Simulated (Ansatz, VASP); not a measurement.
# SrO in VASP and in Ansatz

INCAR

```
ALGO = Normal ; EDIFF = 1E-8
ENCUT = 520 ; ISIF = 2
ISMEAR = -1 ; LASPH = True
LCHARG = False ; LEFG = True
LREAL = False ; LWAVE = False
NBANDS = 15 ; NELM = 60
PREC = Accurate ; SIGMA = 0.02
```

The input KPOINTS:

```
k-points
0
Gamma
  8 8 8
```

POSCAR

```
SrO
1.0
    0.0000000000      2.6468940000      2.5698000000
    2.6468940000      0.0000000000      2.5698000000
    2.6468940000      2.6468940000      0.0000000000
Sr O
1 1
Direct
    0.0000000000      0.0000000000      0.0000000000
    0.5000000000      0.5000000000      0.5000000000
```

Input for Ansatz:

```yaml
crystal:
  lattice:
    - [0.0, 2.646894, 2.5698]
    - [2.646894, 0.0, 2.5698]
    - [2.646894, 2.646894, 0.0]
  atoms:
    - { symbol: Sr, position: [0.0, 0.0, 0.0] }
    - { symbol: O, position: [0.5, 0.5, 0.5] }
kpoints:
  mp_grid: { grid: [8, 8, 8] }
scf:
  occupations: { method: fermi_dirac, width: 0.02 }
hamiltonian:
  xc: lda
  pseudopotentials: { kind: paw }
output:
  forces: true
  stress: true
  eigenvalues: true
  efg: { contact_densities: true }
  write_density: true
  write_potential: true
  elf: true
  volumetric_format: npy
```

Change from the starting cell: equal xx and yy strain of +3 %, PAW files.

Alike in both runs: task electric field gradients; functional LDA; k mesh 8 × 8 × 8; occupations fermi-dirac, width 0.02 eV; no spin polarisation.

```csv
,VASP,Ansatz
version,VASP 6.6.1,Ansatz 0.2.0
potentials or method,"VASP PAW LDA potentials, release 64 (Sr_sv, O)","PAW with Ansatz's default frozen-core files, scalar-relativistic"
plane-wave cutoff (eV),520,420
valence electrons in the cell,16,16
```

Ansatz gave:

| Item | Value |
| --- | --- |
| gap on the k mesh at the Fermi level (eV) | 3.06 |
| pressure (GPa) | -8.4 |
| traceless stress, the component that is largest in VASP (GPa) | 1.71 |
| size of Vzz on the site where it differs most (V/Å²) | 9.5 |

Task: Which values does VASP return?

Result: gap on the k mesh at the Fermi level (eV): 3.00; pressure (GPa): -7.8; traceless stress, the component that is largest in VASP (GPa): 1.85; size of Vzz on the site where it differs most (V/Å²): 9.9.

LDA's correlation is that of Perdew and Zunger in VASP and of Perdew and Wang (1992) in Ansatz.
